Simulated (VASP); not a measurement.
# Li7F8 (a cell with a defect) in VASP: single point with PBE

Aim: the single point of Li7F8 (a cell with a defect) with PBE.

Everything below comes from runs of VASP 6.6.1. Logs are shortened: lines on timing, memory, paths and dates and some standing lists are left out, and cuts for length are marked.

## Step 1: The cell of the first run

The cell holds a defect, 15 atoms: a = 5.815 Å, b = 5.815 Å, c = 6.249 Å, α = 105.59°, β = 105.59°, γ = 114.99°.

## Step 2: Single point, PBE

The input, INCAR:

```
SYSTEM = Li7F8
PREC = Accurate
ENCUT = 520
EDIFF = 1E-6
ISMEAR = 0
SIGMA = 0.05
LREAL = Auto
LASPH = .TRUE.
NELM = 100
ALGO = Normal
ISIF = 2
LWAVE = .FALSE.
LCHARG = .FALSE.
GGA = PE
NELECT = 78.0
NBANDS = 52
```

The input, KPOINTS:

```
Automatic mesh
0
G
  4 4 4
  0 0 0
```

The input, POSCAR:

```
Li7F8
1.0
    1.5622954989     -2.7059751806     -4.9040679997
    1.5622954989     -2.7059751806      4.9040679997
   -6.2491819957      0.0000000001      0.0000000000
Li F
7 8
Direct
    0.4807622191      0.8777605886      0.3225897516
    0.9869649811      0.3672211276      0.8187352946
    0.4820228627      0.8669769457      0.8404786950
    0.9120265368      0.7212349328      0.2033859861
    0.3612128180      0.2712024430      0.1718787381
    0.8868944173      0.7735805317      0.6767736228
    0.3917006579      0.2653622792      0.6657780926
    0.6615720035      0.6629804261      0.3447885340
    0.1787969038      0.1005426871      0.3366434178
    0.6601750306      0.6526851263      0.8379777573
    0.1633246859      0.1621409748      0.8256423865
    0.1154062776      0.5671347203      0.1476263180
    0.5589891715      0.0863692976      0.1493209243
    0.0963818451      0.6122266499      0.6833287725
    0.6014480424      0.0860139171      0.6694959001
```

Potentials or basis: VASP PAW PBE potentials, release 64 (Li_sv, F).

Run with:

```
$ cat potpaw_PBE.64/Li_sv/POTCAR potpaw_PBE.64/F/POTCAR > POTCAR
$ mpirun -np 1 vasp_std > vasp.out
```

OUTCAR:

```text
SYSTEM = Li7F8
   PREC = Accurate
   ENCUT = 520
   EDIFF = 1E-6
   ISMEAR = 0
   LREAL = Auto
   LASPH = .TRUE.
   NELM = 100
   ISIF = 2
   GGA = PE
   NELECT = 78.0

 ion  position               nearest neighbor table
   1  0.481  0.878  0.323-  13 1.83  12 1.85  15 1.93   8 1.95
   2  0.987  0.367  0.819-  12 1.81  14 1.82  11 1.87  15 1.88
   3  0.482  0.867  0.840-  13 1.81  14 1.85  15 1.90  10 1.93
   4  0.912  0.721  0.203-  12 1.81   9 1.84   8 1.86  10 2.18
   5  0.361  0.271  0.172-   9 1.85  13 1.88   8 1.93  11 1.93
   6  0.887  0.774  0.677-  14 1.82   8 1.88  11 1.88  10 1.89
   7  0.392  0.265  0.666-   9 1.80  11 1.87  10 1.87  15 1.91
   8  0.662  0.663  0.345-   4 1.86   6 1.88   5 1.93   1 1.95
   9  0.179  0.101  0.337-   7 1.80   4 1.84   5 1.85
  10  0.660  0.653  0.838-   7 1.87   6 1.89   3 1.93   4 2.18
  11  0.163  0.162  0.826-   7 1.87   2 1.87   6 1.88   5 1.93
  12  0.115  0.567  0.148-   4 1.81   2 1.81   1 1.85
  13  0.559  0.086  0.149-   3 1.81   1 1.83   5 1.88
  14  0.096  0.612  0.683-   2 1.82   6 1.82   3 1.85
  15  0.601  0.086  0.669-   2 1.88   3 1.90   7 1.91   1 1.93

  LATTYP: Found a face centered orthorhombic cell.
 ALAT       =     6.2491819957
 B/A-ratio  =     1.5695071781
 C/A-ratio  =     1.7320508076

  Lattice vectors:

 A1 = (  -4.6868864968,  -2.7059751805,   4.9040679997)
 A2 = (  -3.1245909979,  -5.4119503611,   0.0000000000)
 A3 = (   1.5622954989,  -2.7059751806,   4.9040679997)

Analysis of symmetry for initial positions (statically):
=====================================================================
 Subroutine PRICEL returns:
 Original cell was already a primitive cell.

 Routine SETGRP: Setting up the symmetry group for a
 face centered orthorhombic supercell.

 Subroutine GETGRP returns: Found  1 space group operations
 (whereof  1 operations were pure point group operations)
 out of a pool of  8 trial point group operations.

The static configuration has the point symmetry C_1 .

Analysis of symmetry for dynamics (positions and initial velocities):
=====================================================================
 Subroutine PRICEL returns:
 Original cell was already a primitive cell.

 Routine SETGRP: Setting up the symmetry group for a
 face centered orthorhombic supercell.
[... 145 lines left out ...]
   EFERMI =   0.00;   METHOD = LEGACY
   ISMEAR =     0;   SIGMA  =   0.05  broadening in eV -4-tet -1-fermi 0-gaus
   EFERMI_NEDOS =   21; number of points for ismear=-14 and -15
   IALGO  =     38    algorithm
   IMIX   =      4    mixing-type and parameters
     AMIX     =   0.40;   BMIX     =  1.00
     AMIX_MAG =   1.60;   BMIX_MAG =  1.00
  volume/ion in A,a.u.               =      11.06        74.62
  Fermi-wavevector in a.u.,A,eV,Ry     =   1.273098  2.405807 22.052035  1.620779
  Thomas-Fermi vector in A             =   2.405940
   LORBIT       =      0    0 simple, 1 ext, 2 COOP (PROOUT), +10 PAW based schemes
   GGA     = PE    functional components
   LHFCALC =     F    Hartree Fock is set to
   AEXX    =    0.0000 exact exchange contribution
   IVDW    =     0    specifies the selected vdW correction
   LEPSILON=     F    determine dielectric tensor
   LRPA    =     F    only Hartree local field effects (RPA)
 non-spin polarized calculation
 Gauss-broadening in eV      SIGMA  =   0.05
  energy-cutoff  :      520.00
  volume of cell :      165.86
 maximum number of plane-waves:      4498
 NGX is ok and might be reduce to    48
   NGX = 21   NGY = 21   NGZ = 23

 number of electron      77.9999999 magnetization

 Free energy of the ion-electron system (eV)
  ---------------------------------------------------
  ext. energy  EPLUGINS =         0.00000000
  ---------------------------------------------------
  free energy    TOTEN  =       -71.20033859 eV

  energy without entropy =      -71.20033859  energy(sigma->0) =      -71.20033859

 E-fermi :  -2.0896     XC(G=0):  -8.5126

 val. band max:       -2.4617113549   @ k =   0.0000   0.0000   0.0000
 cond. band min:       4.4828767737   @ k =   0.0000   0.0000   0.0000
 fundamental gap:      6.9445881286
 Fermi energy:        -2.0896011635

 k-point     1 :       0.0000    0.0000    0.0000
  band No.  band energies     occupation
      1     -43.9726      2.00000
      2     -43.9376      2.00000
      3     -43.9278      2.00000
      4     -43.8339      2.00000
      5     -43.7323      2.00000
      6     -43.6821      2.00000
[... 1285 lines left out ...]
     50      11.9457      0.00000
     51      12.1350      0.00000

 [... further k-points ...]

 [bands above 51 left out]

------------------------ aborting loop because EDIFF is reached ----------------------------------------

  FORCE on cell =-STRESS in cart. coord.  units (eV):
  Direction    XX          YY          ZZ          XY          YZ          ZX
  --------------------------------------------------------------------------------------
  -------------------------------------------------------------------------------------
  Total        5.1121846      5.4902599      4.9342907      0.4685232      0.2487780     -0.7266156
  in kB       49.3837024     53.0359097     47.6652472      4.5259340      2.4031956     -7.0191065
  external PRESSURE =      50.0282864 kB  Pullay stress =       0.0000000 kB

 VOLUME and BASIS-vectors are now :
 -----------------------------------------------------------------------------
  energy-cutoff  :      520.00
  volume of cell :      165.86
      direct lattice vectors                 reciprocal lattice vectors
     1.562295499 -2.705975181 -4.904068000    -0.000000000 -0.184776270 -0.101956172
     1.562295499 -2.705975181  4.904068000    -0.000000000 -0.184776270  0.101956172
    -6.249181996  0.000000000  0.000000000    -0.160020944 -0.092388135  0.000000000

 POSITION                                       TOTAL-FORCE (eV/Angst)
 -----------------------------------------------------------------------------------
      0.10649     -3.67613      1.94691        -0.049898      0.023551     -0.020377
     -3.00079     -3.66439     -3.03927        -0.037502      0.028036     -0.020913
     -3.14477     -3.65036      1.88784        -0.002388      0.005991     -0.033643
      1.28064     -4.41957     -0.93565         0.262781      0.004729      0.216983
     -0.08608     -1.71130     -0.44142         0.014078     -0.022003     -0.044137
     -1.63513     -4.49320     -0.55570         0.031838      0.002944     -0.047547
     -3.13404     -1.77800     -0.61957        -0.024230     -0.002470     -0.004760
     -0.08530     -3.58421      0.00691         0.009836      0.002035     -0.000990
     -1.66733     -0.75589     -0.38376         0.015377     -0.042621      0.059005
     -3.18560     -3.55257     -0.03673        -0.066683     -0.054686     -0.060849
     -4.65112     -0.88070     -0.00580        -0.023789     -0.001733     -0.015923
      0.14379     -1.84694      2.21531        -0.022949      0.008006      0.049429
      0.07511     -1.74632     -2.31776        -0.030238      0.027267     -0.021296
     -3.16319     -1.91748      2.52974        -0.056408     -0.000521     -0.051862
     -3.10978     -1.86025     -2.52772        -0.019825      0.021474     -0.003121
 -----------------------------------------------------------------------------------
    total drift:                               -0.001560     -0.001861      0.002133

  FREE ENERGIE OF THE ION-ELECTRON SYSTEM (eV)
  ---------------------------------------------------
  free  energy   TOTEN  =       -71.2003385855 eV

  energy  without entropy=      -71.2003385855  energy(sigma->0) =      -71.20033859
```

OSZICAR:

```text
N       E                     dE             d eps       ncg     rms          rms(c)
DAV:   1     0.744273579854E+03    0.74427E+03   -0.39772E+04  3776   0.162E+03
DAV:   2    -0.978279228650E+00   -0.74525E+03   -0.70956E+03  4316   0.436E+02
DAV:   3    -0.697711734990E+02   -0.68793E+02   -0.68476E+02  4984   0.123E+02
DAV:   4    -0.773793815523E+02   -0.76082E+01   -0.75634E+01  6888   0.351E+01
DAV:   5    -0.782268175458E+02   -0.84744E+00   -0.84715E+00  5184   0.722E+00    0.155E+01
DAV:   6    -0.709044839402E+02    0.73223E+01   -0.26772E+01  4184   0.235E+01    0.488E+00
DAV:   7    -0.710625046453E+02   -0.15802E+00   -0.17819E+00  5712   0.450E+00    0.317E+00
DAV:   8    -0.711802020893E+02   -0.11770E+00   -0.28960E-01  4328   0.347E+00    0.697E-01
DAV:   9    -0.711947106293E+02   -0.14509E-01   -0.67880E-02  4600   0.116E+00    0.205E-01
DAV:  10    -0.711996785816E+02   -0.49680E-02   -0.64312E-03  4708   0.329E-01    0.922E-02
DAV:  11    -0.712003052597E+02   -0.62668E-03   -0.95892E-04  4496   0.168E-01    0.201E-02
DAV:  12    -0.712003332062E+02   -0.27947E-04   -0.64692E-05  5360   0.391E-02    0.105E-02
DAV:  13    -0.712003381630E+02   -0.49568E-05   -0.16049E-05  4200   0.225E-02    0.323E-03
DAV:  14    -0.712003385855E+02   -0.42248E-06   -0.22888E-06  3776   0.946E-03
   1 F= -.71200339E+02 E0= -.71200339E+02  d E =-.637485E-27
```

stdout:

```text
POSCAR found type information on POSCAR LiF
 POSCAR found :  2 types and      15 ions
 scaLAPACK will be used
 LDA part: xc-table for (Slater+PW92), standard interpolation
 POSCAR, INCAR and KPOINTS ok, starting setup
 FFT: planning ... GRIDC
 FFT: planning ... GRID_SOFT
 FFT: planning ... GRID
 WAVECAR not read
 entering main loop
 the old and the new charge density differ
 old charge density:    77.00000 new   78.00000
    0.155E+01
```

It took 6.1 min on 1 thread of AMD EPYC 9R45 (Zen 5), shared host; peak memory 0.37 GiB.

Results:

```yaml
Free_energy: -71.2003 eV
Largest_force: 0.341 eV/Å
```

Forces on the atoms (eV/Å):
```
Li  -0.050  0.024 -0.020
Li  -0.038  0.028 -0.021
Li  -0.002  0.006 -0.034
Li   0.263  0.005  0.217
Li   0.014 -0.022 -0.044
Li   0.032  0.003 -0.048
Li  -0.024 -0.002 -0.005
F    0.010  0.002 -0.001
F    0.015 -0.043  0.059
F   -0.067 -0.055 -0.061
F   -0.024 -0.002 -0.016
F   -0.023  0.008  0.049
F   -0.030  0.027 -0.021
F   -0.056 -0.001 -0.052
F   -0.020  0.021 -0.003
```

Caveat: the cell carries a net charge on a neutralising background, which shifts energy and pressure; the cell is charged against a uniform background, so pressure and absolute levels hang on convention; the cutoff is under 1.25 times the usual one of these potentials, so pressure, stress and relaxed cells hold a basis-set (Pulay) error.
